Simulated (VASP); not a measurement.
# Pd in VASP: single point with PBEsol+D4

Aim: the single point of Pd with PBEsol+D4.

All numbers are computed with VASP 6.6.1; they aren't measurements. Logs are shortened: lines on timing, memory, paths and dates and some standing lists are left out, and cuts for length are marked.

## Step 1: The cell of the first run

The cell holds a slab with vacuum, 16 atoms: a = 5.413 Å, b = 5.413 Å, c = 26.700 Å, α = 90.00°, β = 90.00°, γ = 120.00°.

## Step 2: Single point, PBEsol+D4

File INCAR:

```
SYSTEM = Pd
  PREC = Accurate
  ENCUT = 400
  EDIFF = 1E-6
  ISMEAR = 1
  SIGMA = 0.1
  LREAL = .FALSE.
  LASPH = .TRUE.
  NELM = 120
  ALGO = Normal
  ISIF = 2
  LWAVE = .FALSE.
  LCHARG = .TRUE.
  LDIPOL = .TRUE.
  IDIPOL = 3
  DIPOL = 0.5 0.5 0.389
  GGA = PS
  IVDW = 13
  LELF = .TRUE.
  LVHAR = .TRUE.
  LVACPOTAV = .TRUE.
  NBANDS = 94
  GGA_COMPAT = .FALSE.
  NELMDL = -8
```

File KPOINTS:

```
Automatic mesh
0
G
  9 9 1
  0 0 0
```

File POSCAR:

```
Pd
1.0
    0.0000000284      5.4129525108      0.0000000000
   -4.6877543980     -2.7064762308      0.0000000000
    0.0000000000      0.0000000000     26.6996931136
Pd
16
Direct
    0.0000000000      0.0000000000      0.2621752981
    1.0000000000      0.5000000000      0.2621752981
    0.5000000000      0.0000000000      0.2621752981
    0.5000000000      0.5000000000      0.2621752981
    0.3331267432      0.1667813749      0.3471522603
    0.3332186251      0.6663453683      0.3471522603
    0.8336546317      0.1668732568      0.3471522603
    0.8333333333      0.6666666667      0.3467409129
    0.6675283451      0.3337369990      0.4309363669
    0.6662086539      0.8324716549      0.4309363669
    0.1666666667      0.3333333333      0.4320612252
    0.1662630010      0.8337913461      0.4309363669
    0.0011836849      0.5008125780      0.5168697690
   -0.0008125780      0.0003711069      0.5168697690
    0.4996288931      0.4988163151      0.5168697690
    0.5000000000      1.0000000000      0.5150361424
```

Potentials or basis: VASP PAW PBE potentials, release 64 (Pd).

On the command line:

```bash
$ cat potpaw_PBE.64/Pd/POTCAR > POTCAR
$ mpirun -np 1 vasp_std > vasp.out
```

OUTCAR:

```text
SYSTEM = Pd
   PREC = Accurate
   ENCUT = 400
   EDIFF = 1E-6
   ISMEAR = 1
   LREAL = .FALSE.
   LASPH = .TRUE.
   NELM = 120
   ISIF = 2
   GGA = PS
   IVDW = 13
   NELMDL = -8

 ion  position               nearest neighbor table
   1  0.000  0.000  0.262-   2 2.71   2 2.71   4 2.71   4 2.71   3 2.71   3 2.71   8 2.75   5 2.75
                             7 2.75
   2  0.000  0.500  0.262-   1 2.71   1 2.71   3 2.71   3 2.71   4 2.71   4 2.71   8 2.75   7 2.75
                             6 2.75
   3  0.500  0.000  0.262-   4 2.71   4 2.71   2 2.71   2 2.71   1 2.71   1 2.71   6 2.76   5 2.76
                             7 2.76
   4  0.500  0.500  0.262-   3 2.71   3 2.71   1 2.71   1 2.71   2 2.71   2 2.71   8 2.75   6 2.75
                             5 2.75
   5  0.333  0.167  0.347-   6 2.70   7 2.70   8 2.71   8 2.71   6 2.71   7 2.71  12 2.73   9 2.73
                            11 2.75   1 2.75   4 2.75   3 2.76
   6  0.333  0.666  0.347-   5 2.70   7 2.70   8 2.71   8 2.71   5 2.71   7 2.71  10 2.73  12 2.73
                            11 2.75   4 2.75   2 2.75   3 2.76
   7  0.834  0.167  0.347-   6 2.70   5 2.70   8 2.71   8 2.71   6 2.71   5 2.71   9 2.73  10 2.73
                            11 2.75   2 2.75   1 2.75   3 2.76
   8  0.833  0.667  0.347-   6 2.71   5 2.71   7 2.71   7 2.71   5 2.71   6 2.71  10 2.74   9 2.74
                            12 2.74   1 2.75   4 2.75   2 2.75
   9  0.668  0.334  0.431-  11 2.70  10 2.70  12 2.70  10 2.71  12 2.71  11 2.71   7 2.73   5 2.73
                             8 2.74  16 2.74  15 2.78  13 2.78
  10  0.666  0.832  0.431-  11 2.70   9 2.70  12 2.70   9 2.71  12 2.71  11 2.71   6 2.73   7 2.73
                             8 2.74  16 2.74  14 2.78  15 2.78
  11  0.167  0.333  0.432-  12 2.70  10 2.70   9 2.70   9 2.71  10 2.71  12 2.71  14 2.75  15 2.75
                            13 2.75   5 2.75   6 2.75   7 2.75
  12  0.166  0.834  0.431-  11 2.70   9 2.70  10 2.70   9 2.71  10 2.71  11 2.71   5 2.73   6 2.73
                             8 2.74  16 2.74  13 2.78  14 2.78
  13  0.001  0.501  0.517-  16 2.70  14 2.70  15 2.70  14 2.71  15 2.71  16 2.71  11 2.75  12 2.78
                             9 2.78
  14  0.999  0.000  0.517-  16 2.70  13 2.70  15 2.70  13 2.71  15 2.71  16 2.71  11 2.75  10 2.78
                            12 2.78
  15  0.500  0.499  0.517-  16 2.70  14 2.70  13 2.70  14 2.71  13 2.71  16 2.71  11 2.75   9 2.78
                            10 2.78
  16  0.500  0.000  0.515-  15 2.70  13 2.70  14 2.70  15 2.71  13 2.71  14 2.71   9 2.74  10 2.74
                            12 2.74

  LATTYP: Found a hexagonal cell.
 ALAT       =     5.4129525108
 C/A-ratio  =     4.9325563194

  Lattice vectors:

 A1 = (   0.0000000284,   5.4129525108,   0.0000000000)
 A2 = (  -4.6877543980,  -2.7064762308,   0.0000000000)
 A3 = (   0.0000000000,   0.0000000000,  26.6996931136)

Analysis of symmetry for initial positions (statically):
=====================================================================
 Subroutine PRICEL returns:
 Original cell was already a primitive cell.

 Routine SETGRP: Setting up the symmetry group for a
 hexagonal supercell.

 Subroutine GETGRP returns: Found  3 space group operations
 (whereof  1 operations were pure point group operations)
 out of a pool of 24 trial point group operations.

The static configuration has the point symmetry C_1 .
 The point group associated with its full space group is C_3 .

Analysis of symmetry for dynamics (positions and initial velocities):
=====================================================================
 Subroutine PRICEL returns:
 Original cell was already a primitive cell.

 Routine SETGRP: Setting up the symmetry group for a
 hexagonal supercell.

 Subroutine GETGRP returns: Found  3 space group operations
 (whereof  1 operations were pure point group operations)
 out of a pool of 24 trial point group operations.

The dynamic configuration has the point symmetry C_1 .
 The point group associated with its full space group is C_3 .

 Subroutine INISYM returns: Found  3 space group operations
 (whereof  1 operations are pure point group operations),
 and found     1 'primitive' translations

----------------------------------------------------------------------------------------

                                     Primitive cell

  volume of cell :     677.4938

  direct lattice vectors                    reciprocal lattice vectors
     0.000000028  5.412952511  0.000000000    -0.106660877  0.184742061  0.000000000
[... 64 lines left out ...]
 Subroutine IBZKPT returns following result:
 ===========================================

 Found     15 irreducible k-points:

 Following reciprocal coordinates:
            Coordinates               Weight
  0.000000  0.000000  0.000000      1.000000
  0.111111  0.000000  0.000000      6.000000
  0.222222  0.000000  0.000000      6.000000
  0.333333  0.000000  0.000000      6.000000
  0.444444  0.000000  0.000000      6.000000
  0.111111  0.111111  0.000000      6.000000
  0.222222  0.111111  0.000000      6.000000
 -0.222222  0.333333  0.000000      6.000000
  0.333333  0.111111  0.000000      6.000000
 -0.333333  0.444444  0.000000      6.000000
  0.444444  0.111111  0.000000      6.000000
  0.222222  0.222222  0.000000      6.000000
  0.333333  0.222222  0.000000      6.000000
 -0.333333 -0.444444  0.000000      6.000000
  0.333333  0.333333  0.000000      2.000000
   k-points           NKPTS =     15   k-points in BZ     NKDIM =     15   number of bands    NBANDS=     94
   number of dos      NEDOS =    301   number of ions     NIONS =     16
   total plane-waves  NPLWV = 233280
   dimension x,y,z NGX =    36 NGY =   36 NGZ =  180
   dimension x,y,z NGXF=    72 NGYF=   72 NGZF=  360
   ions per type =              16
   NGX,Y,Z   is equivalent  to a cutoff of  11.06, 11.06, 11.21 a.u.
   NGXF,Y,Z  is equivalent  to a cutoff of  22.11, 22.11, 22.42 a.u.
 SYSTEM =  Pd
   PREC   = accura    normal or accurate (medium, high low for compatibility)
   ISTART =      0    job   : 0-new  1-cont  2-samecut
   ICHARG =      2    charge: 1-file 2-atom 10-const
   ISPIN  =      1    spin polarized calculation?
   LNONCOLLINEAR =      F non collinear calculations
   LSORBIT =      F    spin-orbit coupling
   LASPH  =      T    aspherical Exc in radial PAW
   ENCUT  =  400.0 eV  29.40 Ry    5.42 a.u.   8.83  8.83 43.54*2*pi/ulx,y,z
   NELM   =    120;   NELMIN=  2; NELMDL= -8     # of ELM steps
   EDIFF  = 0.1E-05   stopping-criterion for ELM
   LREAL  =      F    real-space projection
   EDIFFG = 0.1E-04   stopping-criterion for IOM
   NSW    =      0    number of steps for IOM
   IBRION =     -1    ionic relax: 0-MD 1-quasi-New 2-CG
   NFREE  =      0    steps in history (QN), initial steepest desc. (CG)
   ISIF   =      2    stress and relaxation
   ISYM   =      2    0-nonsym 1-usesym 2-fastsym
   POTIM  = 0.5000    time-step for ionic-motion
   TEBEG  =    0.0;   TEEND  =   0.0 temperature during run
   PSTRESS=    0.0 pullay stress
   NELECT =     160.0000    total number of electrons
   NUPDOWN=      -1.0000    fix difference up-down
   EMIN   =  10.00;   EMAX   =-10.00  energy-range for DOS
   EFERMI =   0.00;   METHOD = LEGACY
   ISMEAR =     1;   SIGMA  =   0.10  broadening in eV -4-tet -1-fermi 0-gaus
   EFERMI_NEDOS =   21; number of points for ismear=-14 and -15
   IALGO  =     38    algorithm
   IMIX   =      4    mixing-type and parameters
     AMIX     =   0.40;   BMIX     =  1.00
     AMIX_MAG =   1.60;   BMIX_MAG =  1.00
  volume/ion in A,a.u.               =      42.34       285.75
  Fermi-wavevector in a.u.,A,eV,Ry     =   1.011920  1.912252 13.932135  1.023983
  Thomas-Fermi vector in A             =   2.144999
   LORBIT       =      0    0 simple, 1 ext, 2 COOP (PROOUT), +10 PAW based schemes
   GGA     = PS    functional components
   LHFCALC =     F    Hartree Fock is set to
   AEXX    =    0.0000 exact exchange contribution
   IVDW    =    13    specifies the selected vdW correction
   LEPSILON=     F    determine dielectric tensor
   LRPA    =     F    only Hartree local field effects (RPA)
 non-spin polarized calculation
 Methfessel and Paxton  Order N= 1 SIGMA  =   0.10
  energy-cutoff  :      400.00
  volume of cell :      677.49
 maximum number of plane-waves:     12342
   NGX = 17   NGY = 17   NGZ = 87

 dipolmoment           0.000000      0.000000     -0.000189 electrons x Angstroem

 number of electron     160.0000089 magnetization

 dipolmoment           0.000000      0.000000      0.000352 electrons x Angstroem

 Free energy of the ion-electron system (eV)
  ---------------------------------------------------
  ext. energy  EPLUGINS =         0.00000000
  ---------------------------------------------------
  free energy    TOTEN  =       -90.09825028 eV

  energy without entropy =      -90.08429374  energy(sigma->0) =      -90.09359810

 E-fermi :  -0.1830     XC(G=0):  -5.2414

 val. band max:       -0.1838112828   @ k =   0.1111   0.0000   0.0000
 cond. band min:      -0.1789035292   @ k =   0.4444   0.1111   0.0000
 fundamental gap:      0.0049077536
 Fermi energy:        -0.1830324407

 k-point     1 :       0.0000    0.0000    0.0000
  band No.  band energies     occupation
      1      -7.1361      2.00000
      2      -6.0548      2.00000
      3      -5.5663      2.00000
      4      -5.5663      2.00000
      5      -5.5651      2.00000
      6      -5.5180      2.00000
[... 1414 lines left out ...]
     91       3.4963      0.00000
     92       3.5005      0.00000
 [bands above 92 left out]

------------------------ aborting loop because EDIFF is reached ----------------------------------------

  DFT-D4 for vdW energy calculation

  Edisp (eV):   -3.44765

  FORCE on cell =-STRESS in cart. coord.  units (eV):
  Direction    XX          YY          ZZ          XY          YZ          ZX
  --------------------------------------------------------------------------------------
  -------------------------------------------------------------------------------------
  Total      -8.72661    -8.72661    -2.78430    -0.00000    -0.00000     0.00000
  in kB     -20.63720   -20.63720    -6.58448    -0.00000    -0.00000     0.00000
  external pressure =      -15.95 kB  Pullay stress =        0.00 kB

 VOLUME and BASIS-vectors are now :
 -----------------------------------------------------------------------------
  energy-cutoff  :      400.00
  volume of cell :      677.49
      direct lattice vectors                 reciprocal lattice vectors
     0.000000028  5.412952511  0.000000000    -0.106660877  0.184742061  0.000000000
    -4.687754398 -2.706476231  0.000000000    -0.213321757  0.000000001  0.000000000
     0.000000000  0.000000000 26.699693114     0.000000000  0.000000000  0.037453614

 POSITION                                       TOTAL-FORCE (eV/Angst)
 -----------------------------------------------------------------------------------
      0.00000      0.00000      7.00000        -0.013842     -0.000944      0.056361
     -2.34388     -1.35324      7.00000         0.006103      0.012459      0.056361
      0.00000      2.70648      7.00000         0.000000     -0.000000      0.073066
     -2.34388      1.35324      7.00000         0.007738     -0.011515      0.056361
     -0.78183      1.35181      9.26886        -0.008531     -0.001654     -0.022649
     -3.12366      0.00025      9.26886         0.005698     -0.006561     -0.022649
[... 8 lines left out ...]
     -2.33833      1.35443     13.80026        -0.059242      0.033564     -0.152040
      0.00000      2.70648     13.75131         0.000000     -0.000000      0.039070
 -----------------------------------------------------------------------------------
    total drift:                                0.000000      0.000000     -0.000040

  FREE ENERGIE OF THE ION-ELECTRON SYSTEM (eV)
  ---------------------------------------------------
  free  energy   TOTEN  =       -93.5459002736 eV

  energy  without entropy=      -93.5319437359  energy(sigma->0) =      -93.54124809

 vacuum level on the upper side and lower side of the slab         5.251         5.249
```

It took 55 min on 1 thread of Intel Xeon 8259CL, shared host; peak memory 0.79 GiB.

Results:

| Item | Value |
| --- | --- |
| Free energy | -93.5459 eV |
| Largest force | 0.167 eV/Å |
| Band gap on the k mesh | zero (bands 80 and 81 overlap by 0.59 eV) |
| Dispersion energy per atom | -0.215 eV |

Forces on the atoms (eV/Å):
```
Pd  -0.014 -0.001  0.056
Pd   0.006  0.012  0.056
Pd   0.000  0.000  0.073
Pd   0.008 -0.012  0.056
Pd  -0.009 -0.002 -0.023
Pd   0.006 -0.007 -0.023
Pd   0.003  0.008 -0.023
Pd   0.000  0.000  0.044
Pd  -0.036 -0.026  0.095
Pd  -0.004  0.044  0.095
Pd   0.000  0.000 -0.086
Pd   0.040 -0.019  0.095
Pd   0.001 -0.068 -0.152
Pd   0.059  0.035 -0.152
Pd  -0.059  0.034 -0.152
Pd   0.000  0.000  0.039
```

Levels at points of the mesh, in eV from the Fermi level:
| k point | band 76 | band 77 | band 78 | band 79 | band 80 | band 81 | band 82 | band 83 | band 84 | band 85 |
| --- | --- | --- | --- | --- | --- | --- | --- | --- | --- | --- |
| (0.00, 0.00, 0.00) | 0.21 | 0.21 | 0.33 | 0.42 | 0.42 | 0.42 | 0.43 | 0.43 | 0.44 | 1.26 |

Caveat: the PAW data sets were made with another functional, which shifts forces and pressure a little.
